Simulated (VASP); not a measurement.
Crystal: Sb.

```xyz
2
Lattice="2.1542 1.2437 3.7580 -2.1542 1.2437 3.7580 0.0000 -2.4875 3.7580" Properties=species:S:1:pos:R:3 pbc="T T T"
Sb    0.0000    0.0000    2.6324
Sb    0.0000    0.0000    8.6416
```

```yaml
Program: VASP 6.6.1
Task: relaxation of cell and atoms
Functional: PBE
Potentials_or_basis: VASP PAW PBE potentials, release 64 (Sb)
Cutoff: 600 eV
k_mesh: 12 × 12 × 12
Occupations: gaussian, width 0.1 eV
Spin: no spin polarisation
```

At the start: pressure 2.8 GPa; volume 30.21 Å³/atom.

Question: Where does the relaxation end?

Answer: Over 8 steps the energy falls by 12.6 meV/atom and the volume is 31.76 Å³/atom (+5.1 %); space group R-3m (No. 166, to 0.1 Å) before and after.

The path:
```tsv
step	energy change (eV)	largest force (eV/Å)	pressure (GPa)	volume (Å³)
1	0.0000	0.2385	2.79	60.41
2	-0.0135	0.2262	-1.56	65.13
3	-0.0246	0.0516	0.04	63.15
4	-0.0248	0.0364	0.03	63.23
5	-0.0250	0.0102	0.01	63.37
6	-0.0250	0.0005	0.01	63.42
7	-0.0251	0.0006	0.01	63.46
8	-0.0251	0.0009	0.01	63.51
```

Final structure:
```
CELL_PARAMETERS angstrom
2.18916 1.26391 3.82569
-2.18916 1.26391 3.82569
0.00000 -2.52782 3.82569
ATOMIC_POSITIONS crystal
Sb 0.23328 0.23328 0.23328
Sb 0.76672 0.76672 0.76672
```
